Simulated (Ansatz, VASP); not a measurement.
# MgO in VASP and in Ansatz

```
Mg O
1.0
     2.95807    0.00000    0.00000
    -1.47904    2.56177    0.00000
     0.00000    0.00000    5.15629
Mg O
2 2
Direct
  0.00000 0.00000 0.00000
  0.00000 0.00000 0.50000
  0.33333 0.66667 0.25000
  0.66667 0.33333 0.75000
```

Alike in both runs: functional PBE; k mesh 9 × 9 × 6; occupations gaussian, width 0.02 eV; no spin polarisation.

Ansatz relaxed the structure, and its values are those at the end. VASP's run is a single point on that final structure, the one shown.

|  | VASP | Ansatz |
| --- | --- | --- |
| version | VASP 6.6.1 | Ansatz 0.2.0 |
| potentials or method | VASP PAW PBE potentials, release 64 (Mg, O), cutoff 520 eV | scalar-relativistic, plane waves, PAW |
| valence electrons in the cell | 16 | 32 |

|  | VASP | Ansatz | Ansatz less VASP |
| --- | --- | --- | --- |
| gap on the k mesh at the Fermi level (eV) | 4.11 | 4.13 | +0.018 |
| least direct gap on the mesh (eV) | 4.11 | 4.13 | +0.018 |
| pressure (GPa) | -0.7 | 0.0 | +0.69 |

With one functional, cell and mesh, what is left measures potentials, basis and numerics. VASP's potentials hold 16 valence electrons a cell and Ansatz's 32, so a difference there can come from the potentials and not from the codes.
